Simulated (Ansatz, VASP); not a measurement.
## Two plane-wave programs on AlN

```
Al N
1.0
     3.11300    0.00000    0.00000
    -1.55650    2.69594    0.00000
     0.00000    0.00000    4.98100
Al N
2 2
Direct
  0.66667 0.33333 0.50000
  0.33333 0.66667 0.00000
  0.66667 0.33333 0.88000
  0.33333 0.66667 0.38000
```

Alike in both runs: task single point; functional PBE; k mesh 10 × 10 × 6; occupations gaussian, width 0.022 eV; no spin polarisation.

```csv
,VASP,Ansatz
version,VASP 6.6.1,Ansatz 0.2.0
potentials or method,"VASP PAW PBE potentials, release 64 (Al, N)",Ansatz PAW
plane-wave cutoff (eV),520,420
valence electrons in the cell,16,16
```

VASP gave:

| Property | Result |
| --- | --- |
| gap on the k mesh at the Fermi level (eV) | 4.22 |
| least direct gap on the mesh (eV) | 4.22 |
| pressure (GPa) | 3.5 |
| traceless stress, the component that is largest in VASP (GPa) | 1.11 |
| rms of the force components (eV/Å) | 0.074 |

Which values does Ansatz return?

gap on the k mesh at the Fermi level (eV): 4.21; least direct gap on the mesh (eV): 4.21; pressure (GPa): 3.7; traceless stress, the component that is largest in VASP (GPa): 1.06; rms of the force components (eV/Å): 0.075.

Atom by atom the forces differ by 0.000 eV/Å (rms over components).
